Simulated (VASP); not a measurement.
Set up this calculation in VASP 6.6.1, as the native input.

```
Task                   : single point
Functional             : PBE
Potentials or basis    : VASP PAW PBE potentials, release 64 (Ga_d, P)
Cutoff                 : 520 eV
k mesh                 : 4 × 4 × 4
Occupations            : gaussian, width 0.1 eV
Spin                   : no spin polarisation
Dipole correction      : no
Further INCAR settings : ALGO = Normal; EDIFF = 1e-07; NBANDS = 36
```

The structure of Ga4P lies in POSCAR:

```
Ga4P
1.0
   -2.8254889300      2.8254889300      2.8254889300
    2.8254889300     -2.8254889300      2.8254889300
    2.8254889300      2.8254889300     -2.8254889300
Ga P
4 1
Direct
    0.0000000000      0.0000000000      0.5000000000
    0.5000000000      0.0000000000      0.0000000000
    0.5000000000      0.5000000000      0.5000000000
    0.0000000000      0.5000000000      0.0000000000
    0.0000000000      0.0000000000      0.0000000000
```

One way to write it, as run:

INCAR

```
PREC = Accurate ; ENCUT = 520
EDIFF = 1E-7 ; ISMEAR = 0
SIGMA = 0.1 ; LREAL = F
LASPH = T ; NELM = 60
ALGO = Normal ; ISIF = 2
LWAVE = F ; LCHARG = F
GGA = PE ; NBANDS = 36
```

KPOINTS

```
regular mesh
0
Gamma
  4 4 4
```

Potentials or basis: VASP PAW PBE potentials, release 64 (Ga_d, P).

Launch:

```bash
$ cat potpaw_PBE.64/Ga_d/POTCAR potpaw_PBE.64/P/POTCAR > POTCAR
$ mpirun -np 1 vasp_std > vasp.out
```

Results of the run:

```yaml
Pressure: 9.3 GPa
```

Caveat: the k points lie up to 0.39 Å⁻¹ apart.

Run time: 29 s on 1 thread of Intel Xeon 6975P-C (shared host), peak memory 0.2 GiB.
